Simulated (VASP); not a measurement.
Write the native input for VASP 6.6.1 that does the following.

| Quantity | Value |
| --- | --- |
| Task | single point |
| Functional | PBE |
| Potentials or basis | VASP PAW PBE potentials, release 64 (V_sv, O) |
| Cutoff | 600 eV |
| k mesh | 6 × 10 × 6 |
| Occupations | gaussian, width 0.02 eV |
| Spin | collinear spin, ferromagnetic start |
| Starting moments | [0.95, 0.95, 0.0, 0.0, 0.0, 0.0] μB |
| Hubbard terms | V d U = 3.25 eV |
| Dipole correction | no |
| Further INCAR settings | ALGO = Normal; EDIFF = 1e-06; NBANDS = 38 |

The structure of VO2 lies in POSCAR:

```
VO2
1.0
    4.4813933299      0.0000000000      0.0709112482
    0.0000000000      3.0255691672      0.0000000000
   -0.0708043235      0.0000000000      4.4813950206
V O
2 4
Direct
    0.0000000000      0.0000000000      0.0000000000
    0.5000000000      0.5000000000      0.5000000000
    0.7989754390      0.5000000000      0.2010245610
    0.2010245610      0.5000000000      0.7989754390
    0.7010226188      0.0000000000      0.7010226188
    0.2989773812      0.0000000000      0.2989773812
```

One way to write it, as run:

INCAR

```
SYSTEM = VO2
PREC = Accurate
ENCUT = 600
EDIFF = 1E-6
ISMEAR = 0
SIGMA = 0.02
LREAL = .False.
LASPH = .True.
NELM = 200
ALGO = Normal
ISIF = 2
LWAVE = .False.
LCHARG = .False.
ISPIN = 2
MAGMOM = 0.95 0.95 0 0 0 0
LORBIT = 11
LMAXMIX = 4
LDAU = .True.
LDAUTYPE = 2
LDAUL = 2 -1
LDAUU = 3.25 0
LDAUJ = 0 0
LDAUPRINT = 1
GGA = PE
NBANDS = 38
GGA_COMPAT = .False.
```

KPOINTS

```
Automatic mesh
0
Gamma
  6 10 6
  0 0 0
```

Potentials or basis: VASP PAW PBE potentials, release 64 (V_sv, O).

Run with:

```console
$ cat potpaw_PBE.64/V_sv/POTCAR potpaw_PBE.64/O/POTCAR > POTCAR
$ mpirun -np 1 vasp_std > vasp.out
```

Results of the run:

| Quantity | Value |
| --- | --- |
| Pressure | 3.4 GPa |
| Largest force | 0.049 eV/Å |
| Band gap on the k mesh | 0.99 eV (least direct gap 1.24 eV) |
| Net moment | 2.00 μB per cell |
| Site moments | V +1.07; O -0.05 μB |
| Valence electrons inside the program's atomic spheres | V 11.35; O 5.06 |

Caveat: the cell stands under pressure.

Wall time 4.8 min on 1 thread of Intel(R) Xeon(R) Platinum 8488C (Sapphire Rapids) (shared host), peak memory 0.41 GiB.
